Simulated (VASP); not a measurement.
# GeSe5 (R-3m) in VASP: notebook

Aim: see how the results for GeSe5 move with the level of theory and the settings. Levels: PBE, PBEsol. Tasks: single point.

All numbers are computed with VASP 6.6.1; they aren't measurements. Logs are shortened: lines on timing, memory, paths and dates and some standing lists are left out, and cuts for length are marked.

### 1 The cell of the first run

The structure is trigonal, space group R-3m (No. 166). The conventional cell has a = 7.137 Å, b = 7.137 Å, c = 10.329 Å, α = 90.00°, β = 90.00°, γ = 120.00°. Within 3.5 Å of Ge (site symmetry -3m) lie 8 Se at 2.68 to 3.33 Å. Se (site symmetry 2/m) has 2 Se at 2.61 Å and 2 Ge at 2.68 Å within 3.4 Å. Within 3.4 Å of Se (site symmetry 3m) lie 3 Se at 2.61 Å and 1 Ge at 3.33 Å.

### 2 Single point, PBE

Input file INCAR:

```
ALGO = Normal
EDIFF = 1E-7
ENCUT = 520
GGA = PE
ISIF = 2
ISMEAR = 0
LASPH = T
LCHARG = F
LREAL = F
LWAVE = F
NBANDS = 31
NELM = 80
PREC = Accurate
SIGMA = 0.1
```

Input file KPOINTS:

```
k-points
0
Gamma
  6 6 6
```

Input file POSCAR:

```
GeSe5
1.0
    3.5685663875      2.0603127644      3.4429224392
   -3.5685663875      2.0603127644      3.4429224392
    0.0000000000     -4.1206255289      3.4429224392
Ge Se
1 5
Direct
    0.5000000000      0.5000000000      0.5000000000
    0.5000000000      0.0000000000      0.5000000000
    0.5000000000      0.5000000000      0.0000000000
    0.0000000000      0.5000000000      0.5000000000
    0.1779202051      0.1779202051      0.1779202051
    0.8220797949      0.8220797949      0.8220797949
```

Potentials or basis: VASP PAW PBE potentials, release 64 (Ge_d, Se).

Run with:

```console
$ cat potpaw_PBE.64/Ge_d/POTCAR potpaw_PBE.64/Se/POTCAR > POTCAR
$ mpirun -np 1 vasp_std > vasp.out
```

OUTCAR:

```text
EDIFF = 1E-7
   ENCUT = 520
   GGA = PE
   ISIF = 2
   ISMEAR = 0
   LASPH = T
   LREAL = F
   NELM = 80
   PREC = Accurate

 ion  position               nearest neighbor table
   1  0.500  0.500  0.500-   2 2.68   4 2.68   2 2.68   4 2.68   3 2.68   3 2.68
   2  0.500  0.000  0.500-   5 2.61   6 2.61   1 2.68   1 2.68
   3  0.500  0.500  0.000-   5 2.61   6 2.61   1 2.68   1 2.68
   4  0.000  0.500  0.500-   5 2.61   6 2.61   1 2.68   1 2.68
   5  0.178  0.178  0.178-   3 2.61   2 2.61   4 2.61
   6  0.822  0.822  0.822-   3 2.61   2 2.61   4 2.61

  LATTYP: Found a trigonal (rhomboedric) cell.
 ALAT       =     5.3696619699
 COS(alpha) =     0.1166686118

  Lattice vectors:

 A1 = (   3.5685663875,   2.0603127644,   3.4429224392)
 A2 = (  -3.5685663875,   2.0603127644,   3.4429224392)
 A3 = (   0.0000000000,  -4.1206255289,   3.4429224392)

Analysis of symmetry for initial positions (statically):
=====================================================================
 Subroutine PRICEL returns:
 Original cell was already a primitive cell.

 Routine SETGRP: Setting up the symmetry group for a
 trigonal (rhombohedral) supercell.

 Subroutine GETGRP returns: Found 12 space group operations
 (whereof 12 operations were pure point group operations)
 out of a pool of 12 trial point group operations.

The static configuration has the point symmetry D_3d.

Analysis of symmetry for dynamics (positions and initial velocities):
=====================================================================
 Subroutine PRICEL returns:
 Original cell was already a primitive cell.

 Routine SETGRP: Setting up the symmetry group for a
 trigonal (rhombohedral) supercell.

 Subroutine GETGRP returns: Found 12 space group operations
 (whereof 12 operations were pure point group operations)
 out of a pool of 12 trial point group operations.

The dynamic configuration has the point symmetry D_3d.

 Subroutine INISYM returns: Found 12 space group operations
 (whereof 12 operations are pure point group operations),
 and found     1 'primitive' translations

----------------------------------------------------------------------------------------

                                     Primitive cell

  volume of cell :     151.8817

[... 91 lines left out ...]
   LNONCOLLINEAR =      F non collinear calculations
   LSORBIT =      F    spin-orbit coupling
   LASPH  =      T    aspherical Exc in radial PAW
   ENCUT  =  520.0 eV  38.22 Ry    6.18 a.u.   9.98  9.98  9.98*2*pi/ulx,y,z
   NELM   =     80;   NELMIN=  2; NELMDL= -5     # of ELM steps
   EDIFF  = 0.1E-06   stopping-criterion for ELM
   LREAL  =      F    real-space projection
   EDIFFG = 0.1E-05   stopping-criterion for IOM
   NSW    =      0    number of steps for IOM
   IBRION =     -1    ionic relax: 0-MD 1-quasi-New 2-CG
   NFREE  =      0    steps in history (QN), initial steepest desc. (CG)
   ISIF   =      2    stress and relaxation
   ISYM   =      2    0-nonsym 1-usesym 2-fastsym
   POTIM  = 0.5000    time-step for ionic-motion
   TEBEG  =    0.0;   TEEND  =   0.0 temperature during run
   PSTRESS=    0.0 pullay stress
   NELECT =      44.0000    total number of electrons
   NUPDOWN=      -1.0000    fix difference up-down
   EMIN   =  10.00;   EMAX   =-10.00  energy-range for DOS
   EFERMI =   0.00;   METHOD = LEGACY
   ISMEAR =     0;   SIGMA  =   0.10  broadening in eV -4-tet -1-fermi 0-gaus
   EFERMI_NEDOS =   21; number of points for ismear=-14 and -15
   IALGO  =     38    algorithm
   IMIX   =      4    mixing-type and parameters
     AMIX     =   0.40;   BMIX     =  1.00
     AMIX_MAG =   1.60;   BMIX_MAG =  1.00
  volume/ion in A,a.u.               =      25.31       170.82
  Fermi-wavevector in a.u.,A,eV,Ry     =   1.083238  2.047023 15.965140  1.173405
  Thomas-Fermi vector in A             =   2.219299
   LORBIT       =      0    0 simple, 1 ext, 2 COOP (PROOUT), +10 PAW based schemes
   GGA     = PE    functional components
   LHFCALC =     F    Hartree Fock is set to
   AEXX    =    0.0000 exact exchange contribution
   IVDW    =     0    specifies the selected vdW correction
   LEPSILON=     F    determine dielectric tensor
   LRPA    =     F    only Hartree local field effects (RPA)
 non-spin polarized calculation
 Gauss-broadening in eV      SIGMA  =   0.10
  energy-cutoff  :      520.00
  volume of cell :      151.88
 maximum number of plane-waves:      4118
   NGX = 19   NGY = 19   NGZ = 19

 number of electron      43.9999985 magnetization

 Free energy of the ion-electron system (eV)
  ---------------------------------------------------
  ext. energy  EPLUGINS =         0.00000000
  ---------------------------------------------------
  free energy    TOTEN  =       -21.29646333 eV

  energy without entropy =      -21.27611433  energy(sigma->0) =      -21.28628883

 E-fermi :   2.8683     XC(G=0):  -9.2834

 val. band max:        2.8397171914   @ k =  -0.3333   0.5000   0.3333
 cond. band min:       2.8824341023   @ k =   0.3333   0.1667   0.0000
 fundamental gap:      0.0427169109
 Fermi energy:         2.8683194006

 k-point     1 :       0.0000    0.0000    0.0000
  band No.  band energies     occupation
      1     -21.9039      2.00000
      2     -21.9039      2.00000
      3     -21.8953      2.00000
      4     -21.8760      2.00000
      5     -21.8760      2.00000
      6     -12.0888      2.00000
[... 805 lines left out ...]
     30       9.9341      0.00000
     31      10.2416      0.00000

 [... further k-points ...]
[... 5 lines left out ...]
  --------------------------------------------------------------------------------------
  -------------------------------------------------------------------------------------
  Total        0.0400894      0.0400894      0.0473721     -0.0000000     -0.0000000      0.0000000
  in kB        0.4228976      0.4228976      0.4997217     -0.0000000     -0.0000000      0.0000000
  external PRESSURE =       0.4485056 kB  Pullay stress =       0.0000000 kB

 VOLUME and BASIS-vectors are now :
 -----------------------------------------------------------------------------
  energy-cutoff  :      520.00
  volume of cell :      151.88
      direct lattice vectors                 reciprocal lattice vectors
     3.568566388  2.060312764  3.442922439     0.140112288  0.080893867  0.096816974
    -3.568566388  2.060312764  3.442922439    -0.140112288  0.080893867  0.096816974
     0.000000000 -4.120625529  3.442922439     0.000000000 -0.161787734  0.096816974

 POSITION                                       TOTAL-FORCE (eV/Angst)
 -----------------------------------------------------------------------------------
      0.00000     -0.00000      5.16438         0.000000      0.000000      0.000000
      1.78428     -1.03016      3.44292        -0.000000     -0.000000      0.000000
      0.00000      2.06031      3.44292         0.000000     -0.000000      0.000000
     -1.78428     -1.03016      3.44292         0.000000     -0.000000      0.000000
      0.00000     -0.00000      1.83770         0.000000      0.000000     -0.007278
      0.00000     -0.00000      8.49107         0.000000     -0.000000      0.007278
 -----------------------------------------------------------------------------------
    total drift:                               -0.000000      0.000000     -0.000000

  FREE ENERGIE OF THE ION-ELECTRON SYSTEM (eV)
  ---------------------------------------------------
  free  energy   TOTEN  =       -21.2964633301 eV

  energy  without entropy=      -21.2761143340  energy(sigma->0) =      -21.28628883
```

stdout:

```text
POSCAR found type information on POSCAR GeSe
 POSCAR found :  2 types and       6 ions
 scaLAPACK will be used
 LDA part: xc-table for (Slater+PW92), standard interpolation
 POSCAR, INCAR and KPOINTS ok, starting setup
 FFT: planning ... GRIDC
 FFT: planning ... GRID_SOFT
 FFT: planning ... GRID
 WAVECAR not read
 entering main loop
```

Wall time 50 s (1 thread of Intel Xeon 6975P-C (Granite Rapids), shared host); peak memory 0.31 GiB.

Results:

- Free energy: -21.2965 eV
- Pressure: 0.0 GPa
- Largest force: 0.007 eV/Å
- Band gap on the k mesh: zero (band 22 reaches 3.13 eV, above the bottom of band 23 at 2.43 eV)

Forces in eV/Å, atoms in the order of the input:
```
Ge   0.000  0.000  0.000
Se   0.000  0.000  0.000
Se   0.000  0.000  0.000
Se   0.000  0.000  0.000
Se   0.000  0.000 -0.007
Se   0.000  0.000  0.007
```

Levels at points of the mesh, in eV from the Fermi level:
```
           k point  band 20  band 21  band 22  band 23  band 24  band 25
(0.00, 0.00, 0.00)    -1.35    -0.93    -0.93    -0.32     2.73     2.73
(0.50, 0.00, 0.00)    -0.80    -0.69    -0.62     0.48     2.11     2.30
(0.50, 0.50, 0.00)    -0.37    -0.35    -0.13     1.59     1.66     2.25
(0.50, 0.50, 0.50)    -0.43    -0.43     0.27     1.30     1.30     1.32
```

### 3 Single point, PBEsol

Input file INCAR:

```
SYSTEM = GeSe5
ALGO = Normal ; EDIFF = 1E-6
ENCUT = 520 ; GGA = PS
ISIF = 2 ; ISMEAR = 0
LASPH = .True. ; LCHARG = .False.
LREAL = .False. ; LWAVE = .False.
NBANDS = 31 ; NELM = 60
PREC = Accurate ; SIGMA = 0.1
```

Input file KPOINTS:

```
k-points
0
Gamma
  6 6 6
  0 0 0
```

Input file POSCAR:

```
GeSe5
1.0
    3.5677254610      2.0598272553      3.4450146152
   -3.5677254610      2.0598272553      3.4450146152
    0.0000000000     -4.1196545106      3.4450146152
Ge Se
1 5
Direct
    0.5000000000      0.5000000000      0.5000000000
    0.5000000000      0.0000000000      0.5000000000
    0.5000000000      0.5000000000      0.0000000000
    0.0000000000      0.5000000000      0.5000000000
    0.1779797903      0.1779797903      0.1779797903
    0.8220202097      0.8220202097      0.8220202097
```

Potentials or basis: VASP PAW PBE potentials, release 64 (Ge_d, Se).

Run with:

```console
$ cat potpaw_PBE.64/Ge_d/POTCAR potpaw_PBE.64/Se/POTCAR > POTCAR
$ mpirun -np 1 vasp_std > vasp.out
```

Run time: 50 s. Hardware: 1 thread of Intel Xeon 6975P-C (Granite Rapids), shared host; peak memory 0.31 GiB.

Results (log left out):

```
Free energy            : -23.5565 eV
Pressure               : -2.8 GPa
Largest force          : 0.177 eV/Å
Band gap on the k mesh : zero (band 22 reaches 3.04 eV, above the bottom of band 23 at 2.32 eV)
```

Forces in eV/Å, atoms in the order of the input:
```
Ge   0.000  0.000  0.000
Se   0.000  0.000  0.000
Se   0.000  0.000  0.000
Se   0.000  0.000  0.000
Se   0.000  0.000  0.177
Se   0.000  0.000 -0.177
```

Stress tensor (GPa, compression positive):
```
-2.68  0.00  0.00
 0.00 -2.68  0.00
 0.00  0.00 -2.94
```

Levels at points of the mesh, in eV from the Fermi level:
```
           k point  band 20  band 21  band 22  band 23  band 24  band 25
(0.00, 0.00, 0.00)    -1.38    -0.94    -0.94    -0.32     2.72     2.72
(0.50, 0.00, 0.00)    -0.82    -0.70    -0.62     0.47     2.06     2.27
(0.50, 0.50, 0.00)    -0.38    -0.35    -0.13     1.59     1.62     2.21
(0.50, 0.50, 0.50)    -0.43    -0.43     0.29     1.25     1.25     1.27
```

Caveat: the PAW data sets were made with another functional, which shifts forces and pressure a little.

### 4 Single point, PBE (volume scaled by 1.06, then relaxed in part)

Input file INCAR:

```
PREC     = Accurate       # precision mode
ENCUT    = 520            # plane-wave cutoff, eV
EDIFF    = 1E-6           # SCF threshold, eV
ISMEAR   = 0              # smearing method
SIGMA    = 0.1            # smearing width, eV
LREAL    = False          # projectors in reciprocal space
LASPH    = True           # aspherical terms in the spheres
NELM     = 60             # most SCF steps
ALGO     = Normal         # electronic algorithm
ISIF     = 2              # what is computed and relaxed
LWAVE    = False          # write WAVECAR
LCHARG   = False          # write CHGCAR
GGA      = PE             # functional
NBANDS   = 31             # bands
```

Input file KPOINTS:

```
Automatic mesh
0
Gamma
  6 6 6
```

Input file POSCAR:

```
GeSe5
1.0
    3.6326976313      2.0973389554      3.5222590036
   -3.6326976313      2.0973389554      3.5222590036
    0.0000000000     -4.1946779106      3.5222590037
Ge Se
1 5
Direct
    0.5000000000      0.5000000000      0.5000000000
    0.5000000000      0.0000000000      0.5000000000
    0.5000000000      0.5000000000      0.0000000000
    0.0000000000      0.5000000000      0.5000000000
    0.1858739934      0.1858739934      0.1858739934
    0.8141260066      0.8141260066      0.8141260066
```

Potentials or basis: VASP PAW PBE potentials, release 64 (Ge_d, Se).

Run with:

```console
$ cat potpaw_PBE.64/Ge_d/POTCAR potpaw_PBE.64/Se/POTCAR > POTCAR
$ mpirun -np 1 vasp_std > vasp.out
```

OUTCAR:

```text
PREC = Accurate
   ENCUT = 520
   EDIFF = 1E-6
   ISMEAR = 0
   LREAL = False
   LASPH = True
   NELM = 60
   ISIF = 2
   GGA = PE

 ion  position               nearest neighbor table
   1  0.500  0.500  0.500-   2 2.74   4 2.74   2 2.74   4 2.74   3 2.74   3 2.74
   2  0.500  0.000  0.500-   5 2.61   6 2.61   1 2.74   1 2.74
   3  0.500  0.500  0.000-   5 2.61   6 2.61   1 2.74   1 2.74
   4  0.000  0.500  0.500-   5 2.61   6 2.61   1 2.74   1 2.74
   5  0.186  0.186  0.186-   2 2.61   4 2.61   3 2.61
   6  0.814  0.814  0.814-   2 2.61   4 2.61   3 2.61

  LATTYP: Found a trigonal (rhomboedric) cell.
 ALAT       =     5.4773744863
 COS(alpha) =     0.1202816964

  Lattice vectors:

 A1 = (   3.6326976313,   2.0973389554,   3.5222590036)
 A2 = (  -3.6326976313,   2.0973389554,   3.5222590036)
 A3 = (   0.0000000000,  -4.1946779106,   3.5222590037)

Analysis of symmetry for initial positions (statically):
=====================================================================
 Subroutine PRICEL returns:
[... 182 lines left out ...]
 val. band max:        2.3273406511   @ k =  -0.3333   0.5000   0.3333
 cond. band min:       2.3665063759   @ k =   0.3333   0.3333   0.3333
 fundamental gap:      0.0391657248
 Fermi energy:         2.3530487833

 k-point     1 :       0.0000    0.0000    0.0000
  band No.  band energies     occupation
      1     -22.4081      2.00000
      2     -22.4081      2.00000
      3     -22.4039      2.00000
      4     -22.3839      2.00000
      5     -22.3839      2.00000
      6     -12.3786      2.00000
[... 805 lines left out ...]
     30       9.3799      0.00000
     31       9.6343      0.00000

 [... further k-points ...]

------------------------ aborting loop because EDIFF is reached ----------------------------------------

  FORCE on cell =-STRESS in cart. coord.  units (eV):
  Direction    XX          YY          ZZ          XY          YZ          ZX
  --------------------------------------------------------------------------------------
  -------------------------------------------------------------------------------------
  Total       -1.1927245     -1.1927245     -1.1298925      0.0000000     -0.0000000      0.0000000
  in kB      -11.8680757    -11.8680757    -11.2428729      0.0000000     -0.0000000      0.0000000
  external PRESSURE =     -11.6596747 kB  Pullay stress =       0.0000000 kB

 VOLUME and BASIS-vectors are now :
 -----------------------------------------------------------------------------
  energy-cutoff  :      520.00
  volume of cell :      161.02
      direct lattice vectors                 reciprocal lattice vectors
     3.632697631  2.097338955  3.522259004     0.137638761  0.079465776  0.094636236
    -3.632697631  2.097338955  3.522259004    -0.137638761  0.079465776  0.094636236
     0.000000000 -4.194677911  3.522259004     0.000000000 -0.158931551  0.094636236

 POSITION                                       TOTAL-FORCE (eV/Angst)
 -----------------------------------------------------------------------------------
      0.00000      0.00000      5.28339        -0.000000      0.000000      0.000000
      1.81635     -1.04867      3.52226         0.000000      0.000000      0.000000
      0.00000      2.09734      3.52226         0.000000      0.000000      0.000000
     -1.81635     -1.04867      3.52226         0.000000      0.000000      0.000000
      0.00000      0.00000      1.96409         0.000000     -0.000000     -0.002923
      0.00000      0.00000      8.60269         0.000000      0.000000      0.002923
 -----------------------------------------------------------------------------------
    total drift:                                0.000000      0.000000     -0.000000

  FREE ENERGIE OF THE ION-ELECTRON SYSTEM (eV)
  ---------------------------------------------------
  free  energy   TOTEN  =       -21.2619806203 eV

  energy  without entropy=      -21.2354938772  energy(sigma->0) =      -21.24873725
```

OSZICAR:

```text
N       E                     dE             d eps       ncg     rms          rms(c)
DAV:   1     0.346865782854E+03    0.34687E+03   -0.19033E+04  2513   0.187E+03
DAV:   2     0.265422495039E+02   -0.32032E+03   -0.30602E+03  2314   0.511E+02
DAV:   3    -0.191614522514E+02   -0.45704E+02   -0.44743E+02  2424   0.123E+02
DAV:   4    -0.213588286658E+02   -0.21974E+01   -0.21835E+01  2336   0.326E+01
DAV:   5    -0.214086697188E+02   -0.49841E-01   -0.49816E-01  2532   0.478E+00    0.706E+00
DAV:   6    -0.212687587830E+02    0.13991E+00   -0.26410E-01  2768   0.371E+00    0.427E+00
DAV:   7    -0.212621153402E+02    0.66434E-02   -0.11197E-01  2429   0.146E+00    0.902E-01
DAV:   8    -0.212617120128E+02    0.40333E-03   -0.17050E-02  2457   0.981E-01    0.124E-01
DAV:   9    -0.212618876417E+02   -0.17563E-03   -0.97517E-04  2413   0.223E-01    0.618E-02
DAV:  10    -0.212619732616E+02   -0.85620E-04   -0.23477E-04  2508   0.142E-01    0.239E-02
DAV:  11    -0.212619791044E+02   -0.58427E-05   -0.46119E-05  2535   0.592E-02    0.711E-03
DAV:  12    -0.212619806332E+02   -0.15288E-05   -0.63985E-06  2373   0.191E-02    0.202E-03
DAV:  13    -0.212619806203E+02    0.12851E-07   -0.53864E-07  1566   0.415E-03
   1 F= -.21261981E+02 E0= -.21248737E+02  d E =-.264867E-01
```

stdout:

```text
POSCAR found type information on POSCAR GeSe
 POSCAR found :  2 types and       6 ions
 scaLAPACK will be used
 LDA part: xc-table for (Slater+PW92), standard interpolation
 POSCAR, INCAR and KPOINTS ok, starting setup
 FFT: planning ... GRIDC
 FFT: planning ... GRID_SOFT
 FFT: planning ... GRID
 WAVECAR not read
 entering main loop
```

Run time: 68 s. Hardware: 1 thread of Intel Xeon 6975P-C (Granite Rapids), shared host; peak memory 0.33 GiB.

What came out:

```yaml
Free_energy: -21.2620 eV
Pressure: -1.2 GPa
Band_gap_on_the_k_mesh: zero (band 22 reaches 2.57 eV, above the bottom of band 23 at 1.96 eV)
```

Forces on the atoms (eV/Å):
```
Ge   0.000  0.000  0.000
Se   0.000  0.000  0.000
Se   0.000  0.000  0.000
Se   0.000  0.000  0.000
Se   0.000  0.000 -0.003
Se   0.000  0.000  0.003
```

### 5 Summary

```csv
level,cell,gap on the mesh (eV),pressure (GPa),largest force (eV/Å)
PBE,"a = 5.370 Å, angles 83.3°, 6 atoms",none,0.0,0.01
PBEsol,"a = 5.370 Å, angles 83.3°, 6 atoms",none,-2.8,0.18
PBE,"a = 5.477 Å, angles 83.1°, 6 atoms",none,-1.2,-
```

Alike in all rows: task single point; potentials or basis VASP PAW PBE potentials, release 64 (Ge_d, Se); no spin polarisation; k mesh 6 × 6 × 6; cutoff (eV) 520; smearing gaussian 0.1 eV.

Caveats: the PAW data sets were made with another functional, which shifts forces and pressure a little (some runs).

Absolute energies hang on the potentials; compare differences alone.
